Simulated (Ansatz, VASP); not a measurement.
# Two plane-wave programs on Ru

```xyz
2
Lattice="2.7449 0.0000 0.0000 -1.3724 2.3771 0.0000 0.0000 0.0000 17.0000" Properties=species:S:1:pos:R:3 pbc="T T T"
Ru    0.0000    0.0000    9.5559
Ru    0.0000    0.0000    7.4441
```

Alike in both runs: task single point; functional PBE; k mesh 6 × 6 × 1; occupations gaussian, width 0.1 eV; no spin polarisation.

|  | VASP | Ansatz |
| --- | --- | --- |
| version | VASP 6.6.1 | Ansatz 0.2.0 |
| potentials or method | VASP PAW PBE potentials, release 64 (Ru_sv), cutoff 520 eV | scalar-relativistic, plane waves, PAW |
| valence electrons in the cell | 32 | 32 |

VASP gave:

```
gap on the k mesh at the Fermi level (eV) : none
rms of the force components (eV/Å)        : 1.185
```

Which values does Ansatz return?

gap on the k mesh at the Fermi level (eV): none; rms of the force components (eV/Å): 1.182.

Atom by atom the forces differ by 0.003 eV/Å (rms over components). A gap of «none» marks a metal or a gap that the smearing closes. The functional is the same, so the differences come from potentials, cutoffs and numerics. Ansatz's warnings: slab cell height set.

The k mesh is coarse, so the values compare programs but aren't converged.
